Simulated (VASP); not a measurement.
Here is a VASP 6.6.1 calculation.

File INCAR:

```
PREC = Accurate
ENCUT = 520
EDIFF = 1E-7
ISMEAR = 0
SIGMA = 0.15
LREAL = False
LASPH = True
NELM = 100
ALGO = Normal
ISIF = 2
LWAVE = False
LCHARG = False
GGA = PE
NBANDS = 20
```

KPOINTS

```
regular mesh
0
Gamma
  18 18 10
```

Contents of POSCAR:

```
Ta2N
1.0
    3.1011400584      0.0000000000      0.0000000000
   -1.5505700292      2.6856660713      0.0000000000
    0.0000000000      0.0000000000      4.8818900414
Ta N
2 1
Direct
    0.6722459781      0.3444919561      0.7531034412
    0.3389126447      0.6778252895      0.2632933760
    0.0000000000      0.0000000000      0.0000000000
```

Potentials or basis: VASP PAW PBE potentials, release 64 (Ta_pv, N).

Launch:

```console
$ cat potpaw_PBE.64/Ta_pv/POTCAR potpaw_PBE.64/N/POTCAR > POTCAR
$ mpirun -np 1 vasp_std > vasp.out
```

**Question.** What does it give for the pressure?

**Answer.** 0.7 GPa.

**Question.** What does it give for the largest force?

**Answer.** 0.715 eV/Å.

Stress tensor (GPa, compression positive):
```
0.52 0.00 0.00
0.00 0.94 0.18
0.00 0.18 0.56
```

Caveat: the cell differs from its parent crystal (all Ta atoms moved -0.050 Å, as atom 1 towards its neighbour atom 2 (Ta) at 2.987 Å).
